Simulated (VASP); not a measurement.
Set up this calculation in VASP 6.6.1, as the native input.

| Quantity | Value |
| --- | --- |
| Task | single point |
| Functional | r2SCAN |
| Potentials or basis | VASP PAW PBE potentials, release 64 (Pt) |
| Cutoff | 520 eV |
| k mesh | 18 × 18 × 18 |
| Occupations | gaussian, width 0.1 eV |
| Spin | no spin polarisation |
| Dipole correction | no |
| Further INCAR settings | ALGO = Normal; EDIFF = 1e-07; NBANDS = 11 |

The system is Pt.

```
CELL_PARAMETERS angstrom
-1.56949 1.56949 1.56949
1.56949 -1.56949 1.56949
1.56949 1.56949 -1.56949
ATOMIC_POSITIONS crystal
Pt 0.00000 0.00000 0.00000
```

The input as run:

POSCAR

```
Pt
1.0
   -1.5694863909      1.5694863909      1.5694863909
    1.5694863909     -1.5694863909      1.5694863909
    1.5694863909      1.5694863909     -1.5694863909
Pt
1
Direct
    0.0000000000      0.0000000000      0.0000000000
```

INCAR.step1

```
PREC     = Accurate       # precision mode
ENCUT    = 520            # plane-wave cutoff, eV
ISMEAR   = 0              # smearing method
SIGMA    = 0.1            # smearing width, eV
LREAL    = False          # projectors in reciprocal space
LASPH    = True           # aspherical terms in the spheres
NELM     = 80             # most SCF steps
NBANDS   = 11             # bands
GGA      = PE             # functional
ALGO     = Normal         # electronic algorithm
EDIFF    = 1E-4           # SCF threshold, eV
LWAVE    = True           # write WAVECAR
LCHARG   = False          # write CHGCAR
```

INCAR.step2

```
PREC     = Accurate       # precision mode
ENCUT    = 520            # plane-wave cutoff, eV
EDIFF    = 1E-7           # SCF threshold, eV
ISMEAR   = 0              # smearing method
SIGMA    = 0.1            # smearing width, eV
LREAL    = False          # projectors in reciprocal space
LASPH    = True           # aspherical terms in the spheres
NELM     = 80             # most SCF steps
ALGO     = Normal         # electronic algorithm
ISIF     = 2              # what is computed and relaxed
LWAVE    = False          # write WAVECAR
LCHARG   = False          # write CHGCAR
METAGGA  = R2SCAN         # meta-GGA
LMIXTAU  = True         
NBANDS   = 11             # bands
ISTART   = 1
```

KPOINTS

```
Automatic mesh
0
Gamma
  18 18 18
```

Potentials or basis: VASP PAW PBE potentials, release 64 (Pt).

The run is started by

```bash
$ cat potpaw_PBE.64/Pt/POTCAR > POTCAR
$ cp INCAR.step1 INCAR
$ mpirun -np 1 vasp_std > vasp.out
$ cp INCAR.step2 INCAR
$ mpirun -np 1 vasp_std > vasp.out
```

It gave:

```
Pressure               : 0.6 GPa
Band gap on the k mesh : zero (band 5 reaches 11.47 eV, above the bottom of band 6 at 9.06 eV)
```

Caveat: the PAW data sets were made with another functional, which shifts forces and pressure a little; spin-orbit coupling is left out, which moves the levels of the heavy elements.

Run time: 40 s on 1 thread of Intel(R) Xeon(R) 6975P-C (Granite Rapids) (shared host), peak memory 0.15 GiB.
